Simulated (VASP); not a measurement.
A run of VASP 6.6.1 is set up as follows.

Contents of INCAR:

```
SYSTEM = TiSb
ALGO = Normal
EDIFF = 1E-8
ENCUT = 520
ISIF = 2
ISMEAR = -1
LASPH = .TRUE.
LCHARG = .FALSE.
LEFG = .TRUE.
LREAL = .FALSE.
LWAVE = .FALSE.
NBANDS = 25
NELM = 60
PREC = Accurate
SIGMA = 0.03
```

Contents of KPOINTS:

```
k-points
0
G
  12 12 7
  0 0 0
```

File POSCAR:

```
TiSb
1.0
    4.0757593669      0.0000000000      0.0000000000
   -2.0378796835      3.5297111514      0.0000000000
    0.0000000000      0.0000000000      6.2414269172
Ti Sb
2 2
Direct
    0.0000000000      0.0000000000      0.0000000000
    0.0000000000      0.0000000000      0.5000000000
    0.3333333333      0.6666666667      0.2500000000
    0.6666666667      0.3333333333      0.7500000000
```

Potentials or basis: VASP PAW LDA potentials, release 64 (Ti_sv, Sb).

Run with:

```console
$ cat potpaw_LDA.64/Ti_sv/POTCAR potpaw_LDA.64/Sb/POTCAR > POTCAR
$ mpirun -np 1 vasp_std > vasp.out
```

Question: What does it give for the pressure?

Answer: -6.8 GPa.

Question: Estimate the band gap on the k mesh.

Answer: Zero (bands 17 and 18 overlap by 0.49 eV).

Electric field gradients, principal values (V/Å²):
| atom | least | middle | greatest (by size) |
| --- | --- | --- | --- |
| 1 Ti | 26.690 | 26.694 | -53.383 |
| 2 Ti | 26.690 | 26.694 | -53.383 |
| 3 Sb | -15.753 | -15.753 | 31.506 |
| 4 Sb | -15.753 | -15.753 | 31.506 |

Caveat: the cell stands under tension; without QUAD_EFG the Cq values of the log hold for a quadrupole moment of 1 mb, not for the nuclei; spin-orbit coupling is left out, which moves the levels of the heavy elements.
